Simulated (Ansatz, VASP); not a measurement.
**PtS2 in VASP and in Ansatz**

File INCAR:

```
PREC     = Accurate       # precision mode
ENCUT    = 520            # plane-wave cutoff, eV
EDIFF    = 1E-7           # SCF threshold, eV
ISMEAR   = 0              # smearing method
SIGMA    = 0.02           # smearing width, eV
LREAL    = False          # projectors in reciprocal space
LASPH    = True           # aspherical terms in the spheres
NELM     = 60             # most SCF steps
ALGO     = Normal         # electronic algorithm
ISIF     = 2              # what is computed and relaxed
LWAVE    = False          # write WAVECAR
LCHARG   = False          # write CHGCAR
LDIPOL   = True         
IDIPOL   = 3            
DIPOL    = 0.5 0.5 0.500
GGA      = PE             # functional
IVDW     = 12             # dispersion correction
NBANDS   = 18             # bands
```

The input KPOINTS:

```
Automatic mesh
0
Gamma
  9 9 1
```

Contents of POSCAR:

```
PtS2
1.0
    3.4000000000      0.0000000000      0.0000000000
   -1.7000000000      2.9444863729      0.0000000000
    0.0000000000      0.0000000000     30.8254864268
S Pt
2 1
Direct
    0.6666666667      0.3333333333      0.4604061398
    0.3333333333      0.6666666667      0.5395938602
    0.0000000000      0.0000000000      0.5000000000
```

Input for Ansatz:

```yaml
crystal:
  lattice:
    - [3.4, 0.0, 0.0]
    - [-1.7, 2.9444863729, 0.0]
    - [0.0, 0.0, 30.8254864268]
  atoms:
    - { symbol: S, position: [0.6666666667, 0.3333333333, 0.4604061398] }
    - { symbol: Pt, position: [0.0, 0.0, 0.5] }
    - { symbol: S, position: [0.3333333333, 0.6666666667, 0.5395938602] }
  periodic: [true, true, false]
basis:
  ecutwfc: 420
kpoints:
  mp_grid: { grid: [9, 9, 1] }
hamiltonian:
  xc: pbe
  dispersion: d3bj
scf:
  occupations: { method: gaussian, width: 0.02 }
output:
  forces: true
  stress: true
  eigenvalues: true
```

Alike in both runs: task single point; functional PBE; dispersion D3(BJ); k mesh 9 × 9 × 1; occupations gaussian, width 0.02 eV; no spin polarisation.

```csv
,VASP,Ansatz
version,VASP 6.6.1,Ansatz 0.2.0
potentials or method,"VASP PAW PBE potentials, release 64 (S, Pt), cutoff 520 eV","scalar-relativistic, plane waves, PAW"
valence electrons in the cell,22,30
```

```tsv
	VASP	Ansatz	Ansatz less VASP
gap on the k mesh at the Fermi level (eV)	2.01	2.00	-0.001
least direct gap on the mesh (eV)	2.08	2.08	-0.004
rms of the force components (eV/Å)	0.734	0.759	+0.0244
```

VASP's potentials hold 22 valence electrons a cell and Ansatz's 30, so a difference there can come from the potentials and not from the codes.

Spin-orbit coupling is off throughout.
